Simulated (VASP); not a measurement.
# TiO2 (P4_2/mnm) in VASP: notebook, part 2 of 2

VASP 6.6.1.

### Step 4. Single point, r2SCAN

This run uses another cell than the first one, of 10.40 Å³/atom.

File POSCAR:

```
TiO2
1.0
    4.5969450695      0.0000000000      0.0000000000
    0.0000000000      4.5969450695      0.0000000000
    0.0000000000      0.0000000000      2.9535431401
Ti O
2 4
Direct
    0.0000000000      0.0000000000      0.0000000000
    0.5000000000      0.5000000000      0.5000000000
    0.3046314432      0.3046314432      0.0000000000
    0.1953685568      0.8046314432      0.5000000000
    0.6953685568      0.6953685568      0.0000000000
    0.8046314432      0.1953685568      0.5000000000
```

File INCAR.step1:

```
PREC = Accurate
ENCUT = 520
ISMEAR = 0
SIGMA = 0.01
LREAL = F
LASPH = T
NELM = 80
NBANDS = 33
GGA = PE
ALGO = Normal
EDIFF = 1E-4
LWAVE = T
LCHARG = F
```

File INCAR.step2:

```
PREC = Accurate
ENCUT = 520
EDIFF = 1E-7
ISMEAR = 0
SIGMA = 0.01
LREAL = F
LASPH = T
NELM = 80
ALGO = Normal
ISIF = 2
LWAVE = F
LCHARG = F
METAGGA = R2SCAN
LMIXTAU = T
NBANDS = 33
ISTART = 1
```

File KPOINTS:

```
Automatic mesh
0
Gamma
  4 4 6
```

Potentials or basis: VASP PAW PBE potentials, release 64 (Ti_sv, O).

Launch:

```bash
$ cat potpaw_PBE.64/Ti_sv/POTCAR potpaw_PBE.64/O/POTCAR > POTCAR
$ cp INCAR.step1 INCAR
$ mpirun -np 1 vasp_std > vasp.out
$ cp INCAR.step2 INCAR
$ mpirun -np 1 vasp_std > vasp.out
```

OUTCAR:

```text
PREC = Accurate
   ENCUT = 520
   EDIFF = 1E-7
   ISMEAR = 0
   LREAL = F
   LASPH = T
   NELM = 80
   ISIF = 2
   METAGGA = R2SCAN
   ISTART = 1

 ion  position               nearest neighbor table
   1  0.000  0.000  0.000-   4 1.95   6 1.95   4 1.95   6 1.95   5 1.98   3 1.98
   2  0.500  0.500  0.500-   3 1.95   5 1.95   3 1.95   5 1.95   4 1.98   6 1.98
   3  0.305  0.305  0.000-   2 1.95   2 1.95   1 1.98
   4  0.195  0.805  0.500-   1 1.95   1 1.95   2 1.98
   5  0.695  0.695  0.000-   2 1.95   2 1.95   1 1.98
   6  0.805  0.195  0.500-   1 1.95   1 1.95   2 1.98

  LATTYP: Found a simple tetragonal cell.
 ALAT       =     4.5969450695
 C/A-ratio  =     0.6425012906

  Lattice vectors:

 A1 = (   4.5969450695,   0.0000000000,   0.0000000000)
 A2 = (   0.0000000000,   4.5969450695,   0.0000000000)
 A3 = (   0.0000000000,   0.0000000000,   2.9535431401)

Analysis of symmetry for initial positions (statically):
=====================================================================
 Subroutine PRICEL returns:
 Original cell was already a primitive cell.

 Routine SETGRP: Setting up the symmetry group for a
 simple tetragonal supercell.

 Subroutine GETGRP returns: Found 16 space group operations
 (whereof  8 operations were pure point group operations)
 out of a pool of 16 trial point group operations.

The static configuration has the point symmetry D_2h.
 The point group associated with its full space group is D_4h.

Analysis of symmetry for dynamics (positions and initial velocities):
=====================================================================
 Subroutine PRICEL returns:
 Original cell was already a primitive cell.

 Routine SETGRP: Setting up the symmetry group for a
 simple tetragonal supercell.

 Subroutine GETGRP returns: Found 16 space group operations
 (whereof  8 operations were pure point group operations)
 out of a pool of 16 trial point group operations.
[... 130 lines left out ...]
  volume/ion in A,a.u.               =      10.40        70.20
  Fermi-wavevector in a.u.,A,eV,Ry     =   1.499896  2.834393 30.608880  2.249689
  Thomas-Fermi vector in A             =   2.611467
   LORBIT       =      0    0 simple, 1 ext, 2 COOP (PROOUT), +10 PAW based schemes
   METAGGA = R2SCAN    functional components
   LHFCALC =     F    Hartree Fock is set to
   AEXX    =    0.0000 exact exchange contribution
   IVDW    =     0    specifies the selected vdW correction
   LEPSILON=     F    determine dielectric tensor
   LRPA    =     F    only Hartree local field effects (RPA)
 non-spin polarized calculation
 Gauss-broadening in eV      SIGMA  =   0.01
  energy-cutoff  :      520.00
  volume of cell :       62.41
 maximum number of plane-waves:      1698
 NGX is ok and might be reduce to    36
   NGX = 17   NGY = 17   NGZ = 11

 number of electron      48.0000021 magnetization

 Free energy of the ion-electron system (eV)
  ---------------------------------------------------
  ext. energy  EPLUGINS =         0.00000000
  ---------------------------------------------------
  free energy    TOTEN  =       -69.79351951 eV

  energy without entropy =      -69.79351951  energy(sigma->0) =      -69.79351951

 E-fermi :   4.7019     XC(G=0): -12.1565

 val. band max:        4.5434049826   @ k =   0.0000   0.0000   0.0000
 cond. band min:       6.7720502935   @ k =   0.0000   0.0000   0.0000
 fundamental gap:      2.2286453108
 Fermi energy:         4.7018519083

 k-point     1 :       0.0000    0.0000    0.0000
  band No.  band energies     occupation
      1     -54.5994      2.00000
      2     -54.5816      2.00000
      3     -29.8662      2.00000
      4     -29.8662      2.00000
      5     -29.6877      2.00000
      6     -29.6877      2.00000
[... 853 lines left out ...]
     32      10.8118      0.00000
     33      10.8933      0.00000

------------------------ aborting loop because EDIFF is reached ----------------------------------------

  FORCE on cell =-STRESS in cart. coord.  units (eV):
  Direction    XX          YY          ZZ          XY          YZ          ZX
  --------------------------------------------------------------------------------------
  -------------------------------------------------------------------------------------
  Total        0.3935097      0.3935097      0.6855400      0.0000000      0.0000000      0.0000000
  in kB       10.1014589     10.1014589     17.5979231      0.0000000      0.0000000      0.0000000
  external PRESSURE =      12.6002803 kB  Pullay stress =       0.0000000 kB

 VOLUME and BASIS-vectors are now :
 -----------------------------------------------------------------------------
  energy-cutoff  :      520.00
  volume of cell :       62.41
      direct lattice vectors                 reciprocal lattice vectors
     4.596945070  0.000000000  0.000000000     0.217535773  0.000000000  0.000000000
     0.000000000  4.596945070  0.000000000     0.000000000  0.217535773  0.000000000
     0.000000000  0.000000000  2.953543140     0.000000000  0.000000000  0.338576399

 POSITION                                       TOTAL-FORCE (eV/Angst)
 -----------------------------------------------------------------------------------
      0.00000      0.00000      0.00000         0.000000      0.000000     -0.000000
      2.29847      2.29847      1.47677         0.000000      0.000000     -0.000000
      1.40037      1.40037      0.00000        -0.025493     -0.025493     -0.000000
      0.89810      3.69885      1.47677         0.025493     -0.025493     -0.000000
      3.19657      3.19657      0.00000         0.025493      0.025493      0.000000
      3.69885      0.89810      1.47677        -0.025493      0.025493     -0.000000
 -----------------------------------------------------------------------------------
    total drift:                                0.000000      0.000000      0.000000

  FREE ENERGIE OF THE ION-ELECTRON SYSTEM (eV)
  ---------------------------------------------------
  free  energy   TOTEN  =       -69.7935195147 eV

  energy  without entropy=      -69.7935195147  energy(sigma->0) =      -69.79351951
```

OUTCAR.step1:

```text
PREC = Accurate
   ENCUT = 520
   ISMEAR = 0
   LREAL = F
[... 1101 lines left out ...]
      1.40037      1.40037      0.00000        -0.056415     -0.056415     -0.000000
      0.89810      3.69885      1.47677         0.056415     -0.056415      0.000000
      3.19657      3.19657      0.00000         0.056415      0.056415      0.000000
      3.69885      0.89810      1.47677        -0.056415      0.056415      0.000000
 -----------------------------------------------------------------------------------
    total drift:                                0.000000      0.000000      0.000000

  FREE ENERGIE OF THE ION-ELECTRON SYSTEM (eV)
  ---------------------------------------------------
  free  energy   TOTEN  =       -53.6440285498 eV

  energy  without entropy=      -53.6440285498  energy(sigma->0) =      -53.64402855
```

Run time: 5.2 min. Hardware: 1 thread of Intel Xeon 8259CL, shared host; peak memory 0.2 GiB.

Results:

```
Free energy            : -69.7935 eV
Pressure               : 1.3 GPa
Largest force          : 0.036 eV/Å
Band gap on the k mesh : 2.23 eV
```

Forces in eV/Å, atoms in the order of the input:
```
Ti   0.000  0.000  0.000
Ti   0.000  0.000  0.000
O   -0.025 -0.025  0.000
O    0.025 -0.025  0.000
O    0.025  0.025  0.000
O   -0.025  0.025  0.000
```

Levels at points of the mesh, in eV from the valence-band top:
```csv
k point,band 20,band 21,band 22,band 23,band 24,band 25,band 26,band 27,band 28,band 29
"(0.00, 0.00, 0.00)",-2.07,-0.76,-0.49,-0.49,0.00,2.23,2.55,2.79,2.88,2.88
"(0.50, 0.00, 0.00)",-3.15,-1.70,-1.70,-0.77,-0.77,2.92,2.92,3.41,3.41,3.95
"(0.50, 0.50, 0.00)",-2.21,-1.38,-1.38,-1.13,-1.13,2.27,2.27,2.90,2.90,4.21
"(0.00, 0.00, 0.50)",-2.89,-2.40,-2.40,-1.48,-1.48,3.33,3.33,3.59,3.59,4.04
"(0.50, 0.00, 0.50)",-2.47,-2.08,-2.08,-1.09,-1.09,2.29,2.29,3.62,3.62,4.29
"(0.50, 0.50, 0.50)",-2.86,-1.32,-1.32,-0.72,-0.72,2.97,2.97,3.60,3.60,3.64
```

Caveat: the PAW data sets were made with another functional, which shifts forces and pressure a little.

### Step 5. Single point, r2SCAN

This run uses another cell than the first one, of 10.50 Å³/atom.

File POSCAR:

```
TiO2
1.0
    4.6134049755      0.0000000000      0.0000000000
    0.0000000000      4.6134049755      0.0000000000
    0.0000000000      0.0000000000      2.9586302745
Ti O
2 4
Direct
    0.0000000000      0.0000000000      0.0000000000
    0.5000000000      0.5000000000      0.5000000000
    0.3049478924      0.3049478924      0.0000000000
    0.1950521076      0.8049478924      0.5000000000
    0.6950521076      0.6950521076      0.0000000000
    0.8049478924      0.1950521076      0.5000000000
```

File INCAR.step1:

```
ALGO     = Normal         # electronic algorithm
EDIFF    = 1E-4           # SCF threshold, eV
ENCUT    = 520            # plane-wave cutoff, eV
GGA      = PE             # functional
ISMEAR   = 0              # smearing method
LASPH    = T              # aspherical terms in the spheres
LCHARG   = F              # write CHGCAR
LREAL    = F              # projectors in reciprocal space
LWAVE    = T              # write WAVECAR
NBANDS   = 33             # bands
NELM     = 80             # most SCF steps
PREC     = Accurate       # precision mode
SIGMA    = 0.01           # smearing width, eV
```

File INCAR.step2:

```
ALGO     = Normal         # electronic algorithm
EDIFF    = 1E-7           # SCF threshold, eV
ENCUT    = 520            # plane-wave cutoff, eV
ISIF     = 2              # what is computed and relaxed
ISMEAR   = 0              # smearing method
ISTART   = 1            
LASPH    = T              # aspherical terms in the spheres
LCHARG   = F              # write CHGCAR
LMIXTAU  = T            
LREAL    = F              # projectors in reciprocal space
LWAVE    = F              # write WAVECAR
METAGGA  = R2SCAN         # meta-GGA
NBANDS   = 33             # bands
NELM     = 80             # most SCF steps
PREC     = Accurate       # precision mode
SIGMA    = 0.01           # smearing width, eV
```

File KPOINTS:

```
k-points
0
Gamma
  4 4 6
```

Launch:

```bash
$ cat potpaw_PBE.64/Ti_sv/POTCAR potpaw_PBE.64/O/POTCAR > POTCAR
$ cp INCAR.step1 INCAR
$ mpirun -np 1 vasp_std > vasp.out
$ cp INCAR.step2 INCAR
$ mpirun -np 1 vasp_std > vasp.out
```

Wall time 4.7 min (1 thread of Intel Xeon 8259CL, shared host); peak memory 0.2 GiB.

It converged, with:

```yaml
Free_energy: -69.7947 eV
Pressure: -0.8 GPa
Largest_force: 0.035 eV/Å
Band_gap_on_the_k_mesh: 2.22 eV
```

Forces in eV/Å, atoms in the order of the input:
```
Ti   0.000  0.000  0.000
Ti   0.000  0.000  0.000
O   -0.025 -0.025  0.000
O    0.025 -0.025  0.000
O    0.025  0.025  0.000
O   -0.025  0.025  0.000
```

Stress tensor (GPa, compression positive):
```
-1.02  0.00  0.00
 0.00 -1.02  0.00
 0.00  0.00 -0.31
```

Levels at points of the mesh, in eV from the valence-band top:
| k point | band 20 | band 21 | band 22 | band 23 | band 24 | band 25 | band 26 | band 27 | band 28 | band 29 |
| --- | --- | --- | --- | --- | --- | --- | --- | --- | --- | --- |
| (0.00, 0.00, 0.00) | -2.04 | -0.75 | -0.48 | -0.48 | 0.00 | 2.22 | 2.54 | 2.78 | 2.87 | 2.87 |
| (0.50, 0.00, 0.00) | -3.11 | -1.67 | -1.67 | -0.76 | -0.76 | 2.90 | 2.90 | 3.38 | 3.38 | 3.92 |
| (0.50, 0.50, 0.00) | -2.18 | -1.36 | -1.36 | -1.11 | -1.11 | 2.26 | 2.26 | 2.89 | 2.89 | 4.18 |
| (0.00, 0.00, 0.50) | -2.87 | -2.35 | -2.35 | -1.47 | -1.47 | 3.30 | 3.30 | 3.57 | 3.57 | 4.01 |
| (0.50, 0.00, 0.50) | -2.46 | -2.06 | -2.06 | -1.07 | -1.07 | 2.28 | 2.28 | 3.59 | 3.59 | 4.25 |
| (0.50, 0.50, 0.50) | -2.84 | -1.29 | -1.29 | -0.71 | -0.71 | 2.94 | 2.94 | 3.57 | 3.57 | 3.62 |

Caveat: the PAW data sets were made with another functional, which shifts forces and pressure a little.

### Step 6. Summary

| cell | gap on the mesh (eV) | pressure (GPa) | largest force (eV/Å) |
| --- | --- | --- | --- |
| a = 4.566, b = 4.566, c = 2.944 Å, 6 atoms | 2.25 | 5.3 | 0.03 |
| a = 4.581, b = 4.581, c = 2.949 Å, 6 atoms | 2.24 | 3.3 | 0.03 |
| a = 4.597, b = 4.597, c = 2.954 Å, 6 atoms | 2.23 | 1.3 | 0.04 |
| a = 4.613, b = 4.613, c = 2.959 Å, 6 atoms | 2.22 | -0.8 | 0.04 |

Alike in all rows: task single point; level r2SCAN; potentials or basis VASP PAW PBE potentials, release 64 (Ti_sv, O); no spin polarisation; k mesh 4 × 4 × 6; cutoff (eV) 520; smearing gaussian 0.01 eV.

Caveats: the PAW data sets were made with another functional, which shifts forces and pressure a little; the cell stands under pressure (at least some runs).

Absolute energies hang on the potentials; compare differences alone.
